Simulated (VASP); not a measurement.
A run of VASP 6.6.1:

File POSCAR:

```
TlBr
1.0
    3.9964367115      0.0000000000      0.0000000000
    0.0000000000      3.9964367115      0.0000000000
    0.0000000000      0.0000000000      3.9964367115
Tl Br
1 1
Direct
    0.0000000000      0.0000000000      0.0000000000
    0.5000000000      0.5000000000      0.5000000000
```

INCAR.step1

```
  ALGO = Normal
  EDIFF = 1E-5
  EDIFFG = -0.005
  ENCUT = 550
  GGA = PE
  GGA_COMPAT = F
  IBRION = 2
  ISIF = 3
  ISMEAR = 0
  LASPH = T
  LCHARG = F
  LREAL = F
  LWAVE = T
  NELM = 120
  NELMIN = 4
  NSW = 100
  PREC = Accurate
  SIGMA = 0.01
```

The input INCAR.step2:

```
  ALGO = Normal
  EDIFF = 1E-7
  EDIFFG = -0.002
  ENCUT = 550
  GGA_COMPAT = F
  IBRION = 2
  ISIF = 3
  ISMEAR = 0
  ISTART = 1
  LASPH = T
  LCHARG = F
  LMIXTAU = T
  LREAL = F
  LWAVE = F
  METAGGA = R2SCAN
  NELM = 120
  NELMIN = 4
  NSW = 100
  PREC = Accurate
  PSTRESS = 150.0
  SIGMA = 0.01
```

The input KPOINTS:

```
k-points
0
Gamma
  6 6 6
```

Potentials or basis: VASP PAW PBE potentials, release 64 (Tl_d, Br).

Launch:

```console
$ cat potpaw_PBE.64/Tl_d/POTCAR potpaw_PBE.64/Br/POTCAR > POTCAR
$ cp INCAR.step1 INCAR
$ mpirun -np 1 vasp_std > vasp.out
$ cp INCAR.step2 INCAR
$ mpirun -np 1 vasp_std > vasp.out
```

Hardware: 1 thread of Intel(R) Xeon(R) 6975P-C (Granite Rapids) (shared host).

Problem. How long does it take, and how much memory?

Solution. Run time: 2.8 min on 1 thread of Intel(R) Xeon(R) 6975P-C (Granite Rapids), with other jobs on the host, peak memory 0.21 GiB. Counts: k points 20, ion steps 6.
